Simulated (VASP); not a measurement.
Input of a VASP 6.6.1 run:

POSCAR

```
Al
1.0
    0.0000000000      1.9953043804      1.9953043804
    1.9953043804      0.0000000000      1.9953043804
    1.9953043804      1.9953043804      0.0000000000
Al
1
Direct
    0.0000000000      0.0000000000      0.0000000000
```

The input INCAR.step1:

```
  PREC = Accurate
  ENCUT = 520
  ISMEAR = 1
  SIGMA = 0.1
  LREAL = False
  LASPH = True
  NELM = 100
  NBANDS = 8
  GGA = PE
  ALGO = Normal
  EDIFF = 1E-4
  LWAVE = True
  LCHARG = False
```

File INCAR.step2:

```
  PREC = Accurate
  ENCUT = 520
  EDIFF = 1E-7
  ISMEAR = 1
  SIGMA = 0.1
  LREAL = False
  LASPH = True
  NELM = 100
  ALGO = Normal
  ISIF = 2
  LWAVE = False
  LCHARG = False
  METAGGA = R2SCAN
  LMIXTAU = True
  NBANDS = 8
  ISTART = 1
```

File KPOINTS:

```
regular mesh
0
Gamma
  24 24 24
```

Potentials or basis: VASP PAW PBE potentials, release 64 (Al).

Launch:

```sh
$ cat potpaw_PBE.64/Al/POTCAR > POTCAR
$ cp INCAR.step1 INCAR
$ mpirun -np 1 vasp_std > vasp.out
$ cp INCAR.step2 INCAR
$ mpirun -np 1 vasp_std > vasp.out
```

**Question.** Predict the pressure.

**Answer.** -0.3 GPa.

Caveat: the PAW data sets were made with another functional, which shifts forces and pressure a little.
